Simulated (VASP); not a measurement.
A run of VASP 6.6.1 is set up as follows.

File INCAR:

```
SYSTEM = ScGaS
PREC     = Accurate       ! precision mode
ENCUT    = 600            ! plane-wave cutoff, eV
EDIFF    = 1E-6           ! SCF threshold, eV
ISMEAR   = 0              ! smearing method
SIGMA    = 0.1            ! smearing width, eV
LREAL    = .False.        ! projectors in reciprocal space
LASPH    = .True.         ! aspherical terms in the spheres
NELM     = 100            ! most SCF steps
ALGO     = Fast           ! electronic algorithm
ISIF     = 3              ! what is computed and relaxed
LWAVE    = .False.        ! write WAVECAR
LCHARG   = .False.        ! write CHGCAR
GGA      = PE             ! functional
IBRION   = 2              ! ionic algorithm
NSW      = 90             ! ionic steps
EDIFFG   = -0.04          ! ionic threshold
```

File KPOINTS:

```
regular mesh
0
Gamma
  6 6 2
  0 0 0
```

File POSCAR:

```
ScGaS
1.0
    3.7000976068      0.0000000000      0.0000000000
    0.0000000000      3.7000976068      0.0000000000
    0.0000000000      0.0000000000      8.0027601300
Sc Ga S
2 2 2
Direct
    0.5000000000      0.0000000000      0.6884330100
    0.0000000000      0.5000000000      0.3115669900
    0.0000000000      0.0000000000      0.0000000000
    0.5000000000      0.5000000000      0.0000000000
    0.5000000000      0.0000000000      0.3589610088
    0.0000000000      0.5000000000      0.6410389912
```

Potentials or basis: VASP PAW PBE potentials, release 64 (Sc_sv, Ga_d, S).

Command:

```bash
$ cat potpaw_PBE.64/Sc_sv/POTCAR potpaw_PBE.64/Ga_d/POTCAR potpaw_PBE.64/S/POTCAR > POTCAR
$ mpirun -np 1 vasp_std > vasp.out
```

Q: Estimate the relaxed volume.

A: 18.27 Å³/atom.

Q: Estimate the space group after relaxing (to 0.1 Å).

A: P4/nmm (No. 129).

Q: Estimate the band gap on the k mesh.

A: Zero (bands 30 and 31 overlap by 1.71 eV).

Forces in eV/Å, atoms in the order of the input:
```
Sc   0.000  0.000 -0.006
Sc   0.000  0.000  0.006
Ga   0.000  0.000  0.000
Ga   0.000  0.000  0.000
S    0.000  0.000  0.022
S    0.000  0.000 -0.022
```

Caveat: the k points lie up to 0.40 Å⁻¹ apart in the final cell, too coarse for converged energies and pressures of a metal.
